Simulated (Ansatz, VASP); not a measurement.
Two plane-wave programs on GaO

```
Ga O
1.0
     3.10125    0.00000    0.00000
    -1.55062    2.68576    0.00000
     0.00000    0.00000   14.54988
Ga O
4 4
Cartesian
  0.0000 1.7905 6.0227
  0.0000 1.7905 8.5272
  0.0000 0.0000 1.2523
  0.0000 0.0000 13.2976
  1.5506 0.8953 1.9832
  1.5506 0.8953 12.5667
  0.0000 0.0000 5.2913
  0.0000 0.0000 9.2586
```

Alike in both runs: functional PBE; k mesh 12 × 12 × 2; occupations gaussian, width 0.02 eV; no spin polarisation.

Ansatz relaxed the structure, and its values are those at the end. VASP's run is a single point on that final structure, the one shown.

```csv
,VASP,Ansatz
version,VASP 6.6.1,Ansatz 0.2.0
potentials or method,"VASP PAW PBE potentials, release 64 (Ga_d, O), cutoff 520 eV","scalar-relativistic, plane waves, PAW"
valence electrons in the cell,76,76
```

Ansatz gave:

| Quantity | Value |
| --- | --- |
| gap on the k mesh at the Fermi level (eV) | 1.30 |
| least direct gap on the mesh (eV) | 1.58 |
| pressure (GPa) | 0.0 |
| rms of the force components (eV/Å) | 0.000 |

Task: Which values does VASP return?

Result: gap on the k mesh at the Fermi level (eV): 1.28; least direct gap on the mesh (eV): 1.57; pressure (GPa): 0.5; rms of the force components (eV/Å): 0.026.
